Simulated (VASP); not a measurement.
# ReSb2 (P-3m1) in VASP: further runs

Runs on ReSb2. Level: PBEsol. Tasks: single point, relaxation of cell and atoms.

All numbers are computed with VASP 6.6.1; they aren't measurements. Logs are shortened: lines on timing, memory, paths and dates and some standing lists are left out, and cuts for length are marked.

## 1. The cell of the first run

It takes space group P-3m1 (No. 164, trigonal). The conventional cell has a = 3.403 Å, b = 3.403 Å, c = 6.440 Å, α = 90.00°, β = 90.00°, γ = 120.00°. Re (site symmetry -3m) has 6 Sb at 2.71 Å and 6 Re at 3.40 Å within 3.6 Å. Sb (site symmetry 3m) has 3 Re at 2.71 Å and 9 Sb at 3.35 to 3.40 Å within 3.6 Å.

## 2. Single point, PBEsol

The input, INCAR:

```
SYSTEM = ReSb2
PREC = Accurate
ENCUT = 520
EDIFF = 1E-6
ISMEAR = 0
SIGMA = 0.05
LREAL = .FALSE.
LASPH = .TRUE.
NELM = 100
ALGO = Normal
ISIF = 2
LWAVE = .FALSE.
LCHARG = .FALSE.
GGA = PS
NBANDS = 16
```

The input, KPOINTS:

```
Automatic mesh
0
G
  10 10 6
  0 0 0
```

The input, POSCAR:

```
ReSb2
1.0
    3.4032429157      0.0000000000      0.0000000000
   -1.7016214579      2.9472948203      0.0000000000
    0.0000000000      0.0000000000      6.4399591335
Re Sb
1 2
Direct
    0.0000000000      0.0000000000      0.0000000000
    0.3333333333      0.6666666667      0.2889214890
    0.6666666667      0.3333333333      0.7110785110
```

Potentials or basis: VASP PAW PBE potentials, release 64 (Re, Sb).

Command:

```
> cat potpaw_PBE.64/Re/POTCAR potpaw_PBE.64/Sb/POTCAR > POTCAR
> mpirun -np 1 vasp_std > vasp.out
```

OUTCAR:

```text
SYSTEM = ReSb2
   PREC = Accurate
   ENCUT = 520
   EDIFF = 1E-6
   ISMEAR = 0
   LREAL = .FALSE.
   LASPH = .TRUE.
   NELM = 100
   ISIF = 2
   GGA = PS

 ion  position               nearest neighbor table
   1  0.000  0.000  0.000-   2 2.71   3 2.71   3 2.71   2 2.71   3 2.71   2 2.71
   2  0.333  0.667  0.289-   1 2.71   1 2.71   1 2.71   3 3.35   3 3.35   3 3.35
   3  0.667  0.333  0.711-   1 2.71   1 2.71   1 2.71   2 3.35   2 3.35   2 3.35

  LATTYP: Found a hexagonal cell.
 ALAT       =     3.4032429157
 C/A-ratio  =     1.8923007534

  Lattice vectors:

 A1 = (   3.4032429157,   0.0000000000,   0.0000000000)
 A2 = (  -1.7016214579,   2.9472948203,   0.0000000000)
 A3 = (   0.0000000000,   0.0000000000,   6.4399591335)

Analysis of symmetry for initial positions (statically):
=====================================================================
 Subroutine PRICEL returns:
 Original cell was already a primitive cell.

 Routine SETGRP: Setting up the symmetry group for a
 hexagonal supercell.

 Subroutine GETGRP returns: Found 12 space group operations
 (whereof 12 operations were pure point group operations)
 out of a pool of 24 trial point group operations.

The static configuration has the point symmetry D_3d.

Analysis of symmetry for dynamics (positions and initial velocities):
=====================================================================
 Subroutine PRICEL returns:
 Original cell was already a primitive cell.

 Routine SETGRP: Setting up the symmetry group for a
 hexagonal supercell.

 Subroutine GETGRP returns: Found 12 space group operations
 (whereof 12 operations were pure point group operations)
 out of a pool of 24 trial point group operations.

The dynamic configuration has the point symmetry D_3d.

 Subroutine INISYM returns: Found 12 space group operations
 (whereof 12 operations are pure point group operations),
 and found     1 'primitive' translations

----------------------------------------------------------------------------------------

                                     Primitive cell

  volume of cell :      64.5951

  direct lattice vectors                    reciprocal lattice vectors
     3.403242916  0.000000000  0.000000000     0.293837385  0.169647094  0.000000000
    -1.701621458  2.947294820  0.000000000     0.000000000  0.339294187  0.000000000
     0.000000000  0.000000000  6.439959134     0.000000000  0.000000000  0.155280488

  length of vectors
     3.403242916  3.403242916  6.439959134     0.339294187  0.339294187  0.155280488

  position of ions in fractional coordinates (direct lattice)
     0.000000000  0.000000000  0.000000000
     0.333333333  0.666666667  0.288921489
     0.666666667  0.333333333  0.711078511

  ion indices of the primitive-cell ions
   primitive index   ion index
                 1           1
                 2           2
                 3           3

----------------------------------------------------------------------------------------

 KPOINTS: Automatic mesh

Automatic generation of k-mesh.
 Grid dimensions read from file:
 generate k-points for:   10   10    6

 Generating k-lattice:

  Cartesian coordinates                     Fractional coordinates (reciprocal lattice)
     0.029383739  0.016964709  0.000000000     0.100000000  0.000000000  0.000000000
     0.000000000  0.033929419  0.000000000     0.000000000  0.100000000  0.000000000
     0.000000000  0.000000000  0.025880081     0.000000000  0.000000000  0.166666667

  Length of vectors
     0.033929419  0.033929419  0.025880081

  Shift w.r.t. Gamma in fractional coordinates (k-lattice)
     0.000000000  0.000000000  0.000000000

 Subroutine IBZKPT returns following result:
 ===========================================

 Found     72 irreducible k-points:

 Following reciprocal coordinates:
            Coordinates               Weight
  0.000000  0.000000  0.000000      1.000000
  0.100000  0.000000  0.000000      6.000000
  0.200000  0.000000  0.000000      6.000000
  0.300000 -0.000000  0.000000      6.000000
  0.400000  0.000000  0.000000      6.000000
  0.500000  0.000000  0.000000      3.000000
[... 16 lines left out ...]
  0.000000  0.400000  0.166667      6.000000
  0.500000  0.000000  0.166667      6.000000
 [... further k-points ...]
   k-points           NKPTS =     72   k-points in BZ     NKDIM =     72   number of bands    NBANDS=     16
   number of dos      NEDOS =    301   number of ions     NIONS =      3
   total plane-waves  NPLWV =  37632
   dimension x,y,z NGX =    28 NGY =   28 NGZ =   48
   dimension x,y,z NGXF=    56 NGYF=   56 NGZF=   96
   ions per type =               1   2
   NGX,Y,Z   is equivalent  to a cutoff of  13.68, 13.68, 12.39 a.u.
   NGXF,Y,Z  is equivalent  to a cutoff of  27.36, 27.36, 24.78 a.u.
 SYSTEM =  ReSb2
   PREC   = accura    normal or accurate (medium, high low for compatibility)
   ISTART =      0    job   : 0-new  1-cont  2-samecut
   ICHARG =      2    charge: 1-file 2-atom 10-const
   ISPIN  =      1    spin polarized calculation?
   LNONCOLLINEAR =      F non collinear calculations
   LSORBIT =      F    spin-orbit coupling
   LASPH  =      T    aspherical Exc in radial PAW
   ENCUT  =  520.0 eV  38.22 Ry    6.18 a.u.   6.33  6.33 11.97*2*pi/ulx,y,z
   NELM   =    100;   NELMIN=  2; NELMDL= -5     # of ELM steps
   EDIFF  = 0.1E-05   stopping-criterion for ELM
   LREAL  =      F    real-space projection
   EDIFFG = 0.1E-04   stopping-criterion for IOM
   NSW    =      0    number of steps for IOM
   IBRION =     -1    ionic relax: 0-MD 1-quasi-New 2-CG
   NFREE  =      0    steps in history (QN), initial steepest desc. (CG)
   ISIF   =      2    stress and relaxation
   ISYM   =      2    0-nonsym 1-usesym 2-fastsym
   POTIM  = 0.5000    time-step for ionic-motion
   TEBEG  =    0.0;   TEEND  =   0.0 temperature during run
   PSTRESS=    0.0 pullay stress
   NELECT =      17.0000    total number of electrons
   NUPDOWN=      -1.0000    fix difference up-down
   EMIN   =  10.00;   EMAX   =-10.00  energy-range for DOS
   EFERMI =   0.00;   METHOD = LEGACY
   ISMEAR =     0;   SIGMA  =   0.05  broadening in eV -4-tet -1-fermi 0-gaus
   EFERMI_NEDOS =   21; number of points for ismear=-14 and -15
   IALGO  =     38    algorithm
   IMIX   =      4    mixing-type and parameters
     AMIX     =   0.40;   BMIX     =  1.00
     AMIX_MAG =   1.60;   BMIX_MAG =  1.00
  volume/ion in A,a.u.               =      21.53       145.30
  Fermi-wavevector in a.u.,A,eV,Ry     =   1.049119  1.982547 14.975250  1.100650
  Thomas-Fermi vector in A             =   2.184068
   LORBIT       =      0    0 simple, 1 ext, 2 COOP (PROOUT), +10 PAW based schemes
   GGA     = PS    functional components
   LHFCALC =     F    Hartree Fock is set to
   AEXX    =    0.0000 exact exchange contribution
   IVDW    =     0    specifies the selected vdW correction
   LEPSILON=     F    determine dielectric tensor
   LRPA    =     F    only Hartree local field effects (RPA)
 non-spin polarized calculation
 Gauss-broadening in eV      SIGMA  =   0.05
  energy-cutoff  :      520.00
  volume of cell :       64.60
 maximum number of plane-waves:      1775
 NGX is ok and might be reduce to    28
   NGX = 13   NGY = 13   NGZ = 23

 number of electron      16.9999999 magnetization

 Free energy of the ion-electron system (eV)
  ---------------------------------------------------
  ext. energy  EPLUGINS =         0.00000000
  ---------------------------------------------------
  free energy    TOTEN  =       -21.38781246 eV

  energy without entropy =      -21.38432996  energy(sigma->0) =      -21.38607121

 E-fermi :   8.9957     XC(G=0): -11.3490

 val. band max:        8.9926164342   @ k =  -0.1000   0.3000   0.3333
 cond. band min:       9.0027172783   @ k =   0.4000   0.0000   0.3333
 fundamental gap:      0.0101008441
 Fermi energy:         8.9956799207

 k-point     1 :       0.0000    0.0000    0.0000
  band No.  band energies     occupation
      1      -4.1349      2.00000
      2      -1.4481      2.00000
      3       1.7676      2.00000
      4       6.6078      2.00000
      5       6.6078      2.00000
      6       6.8563      2.00000
[... 8 lines left out ...]
     15      16.2403      0.00000
     16      17.9152      0.00000

 k-point     2 :       0.1000    0.0000    0.0000
  band No.  band energies     occupation
      1      -3.9515      2.00000
      2      -1.3419      2.00000
      3       1.9828      2.00000
      4       6.3445      2.00000
      5       6.7180      2.00000
      6       6.9056      2.00000
[... 8 lines left out ...]
     15      16.8672      0.00000
     16      17.7194      0.00000

 k-point     3 :       0.2000    0.0000    0.0000
  band No.  band energies     occupation
      1      -3.4098      2.00000
      2      -1.0382      2.00000
      3       2.6012      2.00000
      4       5.7488      2.00000
      5       6.7778      2.00000
      6       6.9081      2.00000
[... 8 lines left out ...]
     15      16.4910      0.00000
     16      17.4004      0.00000

 k-point     4 :       0.3000   -0.0000    0.0000
  band No.  band energies     occupation
      1      -2.5411      2.00000
      2      -0.5998      2.00000
      3       3.4943      2.00000
      4       4.8279      2.00000
      5       5.7054      2.00000
      6       6.7614      2.00000
[... 8 lines left out ...]
     15      15.3635      0.00000
     16      16.3332      0.00000

 k-point     5 :       0.4000    0.0000    0.0000
  band No.  band energies     occupation
      1      -1.4348      2.00000
      2      -0.2195      2.00000
      3       3.1906      2.00000
      4       4.3797      2.00000
      5       5.3510      2.00000
      6       6.2037      2.00000
[... 8 lines left out ...]
     15      15.3887      0.00000
     16      16.1826      0.00000

 k-point     6 :       0.5000    0.0000    0.0000
  band No.  band energies     occupation
      1      -0.4806      2.00000
      2      -0.3652      2.00000
      3       2.3717      2.00000
      4       4.6124      2.00000
      5       5.1449      2.00000
      6       6.3038      2.00000
[... 8 lines left out ...]
     15      15.0495      0.00000
     16      16.9798      0.00000

 k-point     7 :       0.1000    0.1000    0.0000
  band No.  band energies     occupation
      1      -3.5887      2.00000
      2      -1.1363      2.00000
      3       2.4013      2.00000
      4       5.9349      2.00000
      5       6.8380      2.00000
      6       6.9300      2.00000
[... 8 lines left out ...]
     15      17.0782      0.00000
     16      17.3706      0.00000

 k-point     8 :       0.2000    0.1000    0.0000
  band No.  band energies     occupation
      1      -2.8818      2.00000
      2      -0.7585      2.00000
      3       3.1793      2.00000
      4       5.3237      2.00000
      5       6.2003      2.00000
      6       6.7147      2.00000
[... 8 lines left out ...]
     15      16.2499      0.00000
     16      17.0817      0.00000

 k-point     9 :       0.3000    0.1000    0.0000
  band No.  band energies     occupation
      1      -1.8832      2.00000
      2      -0.3167      2.00000
      3       3.9543      2.00000
      4       4.2537      2.00000
      5       5.3948      2.00000
      6       6.1991      2.00000
[... 8 lines left out ...]
     15      15.8765      0.00000
     16      16.6960      0.00000
[... 172 lines left out ...]
 k-point    19 :       0.0000    0.2000    0.1667
  band No.  band energies     occupation
      1      -3.3174      2.00000
      2      -1.2955      2.00000
      3       2.9257      2.00000
      4       5.8010      2.00000
      5       6.7351      2.00000
      6       6.8571      2.00000
[... 8 lines left out ...]
     15      15.8284      0.00000
     16      18.1753      0.00000

 k-point    20 :       0.3000   -0.0000    0.1667
  band No.  band energies     occupation
      1      -2.4232      2.00000
      2      -0.8847      2.00000
      3       3.9807      2.00000
      4       4.8327      2.00000
      5       5.6731      2.00000
      6       6.6296      2.00000
[... 8 lines left out ...]
     15      15.1604      0.00000
     16      16.3650      0.00000

 k-point    21 :       0.0000    0.3000    0.1667
  band No.  band energies     occupation
      1      -2.4876      2.00000
      2      -0.6887      2.00000
      3       3.4066      2.00000
      4       4.8496      2.00000
      5       5.7425      2.00000
      6       6.7367      2.00000
[... 8 lines left out ...]
     15      14.7746      0.00000
     16      17.2473      0.00000

 k-point    22 :       0.4000    0.0000    0.1667
  band No.  band energies     occupation
      1      -1.2700      2.00000
      2      -0.5144      2.00000
      3       3.4798      2.00000
      4       4.6818      2.00000
      5       5.1523      2.00000
      6       5.8099      2.00000
[... 8 lines left out ...]
     15      15.2828      0.00000
     16      15.9903      0.00000

 k-point    23 :       0.0000    0.4000    0.1667
  band No.  band energies     occupation
      1      -1.4837      2.00000
      2      -0.0310      2.00000
      3       2.9758      2.00000
      4       3.8101      2.00000
      5       5.7248      2.00000
      6       6.4785      2.00000
[... 8 lines left out ...]
     15      14.6366      0.00000
     16      16.3303      0.00000

 k-point    24 :       0.5000    0.0000    0.1667
  band No.  band energies     occupation
      1      -0.6658      2.00000
      2      -0.1172      2.00000
      3       2.4222      2.00000
      4       4.0353      2.00000
      5       5.4680      2.00000
      6       6.2539      2.00000
[... 8 lines left out ...]
     15      15.5012      0.00000
     16      16.0575      0.00000

 [... further k-points ...]
[... 5 lines left out ...]
  --------------------------------------------------------------------------------------
  -------------------------------------------------------------------------------------
  Total        0.0506052      0.0506052      0.0036759     -0.0000000      0.0000000     -0.0000000
  in kB        1.2551810      1.2551810      0.0911753     -0.0000000      0.0000000     -0.0000000
  external PRESSURE =       0.8671791 kB  Pullay stress =       0.0000000 kB

 VOLUME and BASIS-vectors are now :
 -----------------------------------------------------------------------------
  energy-cutoff  :      520.00
  volume of cell :       64.60
      direct lattice vectors                 reciprocal lattice vectors
     3.403242916  0.000000000  0.000000000     0.293837385  0.169647094  0.000000000
    -1.701621458  2.947294820  0.000000000     0.000000000  0.339294187  0.000000000
     0.000000000  0.000000000  6.439959134     0.000000000  0.000000000  0.155280488

 POSITION                                       TOTAL-FORCE (eV/Angst)
 -----------------------------------------------------------------------------------
      0.00000      0.00000      0.00000         0.000000      0.000000      0.000000
     -0.00000      1.96486      1.86064        -0.000000      0.000000      0.018078
      1.70162      0.98243      4.57932         0.000000     -0.000000     -0.018078
 -----------------------------------------------------------------------------------
    total drift:                               -0.000000      0.000000     -0.000000

  FREE ENERGIE OF THE ION-ELECTRON SYSTEM (eV)
  ---------------------------------------------------
  free  energy   TOTEN  =       -21.3878124581 eV

  energy  without entropy=      -21.3843299598  energy(sigma->0) =      -21.38607121
```

It took 35 s on 1 thread of Intel Xeon 6975P-C (Granite Rapids), shared host; peak memory 0.23 GiB.

Results:

| Item | Value |
| --- | --- |
| Free energy | -21.3878 eV |
| Pressure | 0.1 GPa |
| Largest force | 0.018 eV/Å |

Forces on the atoms (eV/Å):
```
Re   0.000  0.000  0.000
Sb   0.000  0.000  0.018
Sb   0.000  0.000 -0.018
```

Caveat: the PAW data sets were made with another functional, which shifts forces and pressure a little; spin-orbit coupling is left out, which moves the levels of the heavy elements.

[end of part 1 of 2]
